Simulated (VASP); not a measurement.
Runs of VASP 6.6.1 on TePb. The structure is that of space group Fm-3m (No. 225), or close to it. The cells are those of the table. 

| task | level | potentials or basis | cell | k mesh | cutoff (eV) | smearing | gap on the mesh (eV) | pressure (GPa) | relaxed volume (Å³/atom) |
| --- | --- | --- | --- | --- | --- | --- | --- | --- | --- |
| single point | PBE | VASP PAW PBE potentials, release 64 (Pb_d, Te) | a = 4.645 Å, angles 60.0°, 2 atoms | 6 × 6 × 6 | 520 | fermi-dirac 0.02 eV | 0.83 | -0.1 | - |
| relaxation of cell and atoms | PBE | VASP PAW PBE potentials, release 64 (Pb_d, Te) | relaxed from a = 4.266 Å, angles 60.0°, 2 atoms | 6 × 6 × 6 | 600 | fermi-dirac 0.02 eV | 0.83 | 0.0 | (a) |
| single point | PBEsol | VASP PAW PBE potentials, release 64 (Pb_d, Te) | a = 4.556 Å, angles 60.0°, 2 atoms | 6 × 6 × 6 | 520 | fermi-dirac 0.02 eV | 0.65 | 0.0 | - |
| relaxation of cell and atoms | PBEsol | VASP PAW PBE potentials, release 64 (Pb_d, Te) | relaxed from a = 4.645 Å, angles 60.0°, 2 atoms | 6 × 6 × 6 | 600 | fermi-dirac 0.02 eV | 0.65 | 0.0 | 33.45 |
| single point | LDA | VASP PAW LDA potentials, release 64 (Pb_d, Te) | a = 4.513 Å, angles 60.0°, 2 atoms | 6 × 6 × 6 | 520 | fermi-dirac 0.02 eV | 0.56 | (b) | - |
| single point | PBE | VASP PAW PBE potentials, release 64 (Pb_d, Te) | a = 4.621 Å, angles 60.0°, 2 atoms | 4 × 4 × 4 | 520 | gaussian 0.01 eV | 0.80 | 0.6 | - |
| single point | PBE | VASP PAW PBE potentials, release 64 (Pb_d, Te) | a = 4.621 Å, angles 60.0°, 2 atoms | 8 × 8 × 8 | 520 | fermi-dirac 0.02 eV | 0.80 | 0.6 | - |
| relaxation of cell and atoms | LDA | VASP PAW LDA potentials, release 64 (Pb_d, Te) | relaxed from a = 4.645 Å, angles 60.0°, 2 atoms | 6 × 6 × 6 | 600 | fermi-dirac 0.02 eV | 0.56 | 0.0 | 32.56 |

Alike in all rows: no spin polarisation.

Question: Estimate the missing entries.

Answer: (a) 35.39; (b) 0.1.

Caveats: spin-orbit coupling is left out, which moves the levels of the heavy elements; the PAW data sets were made with another functional, which shifts forces and pressure a little (some runs); the volume moved by over 15 % at a fixed basis, so the end points are rough (some runs).

A k mesh can miss the band edges, and the runs leave out spin-orbit coupling on Pb, Te.
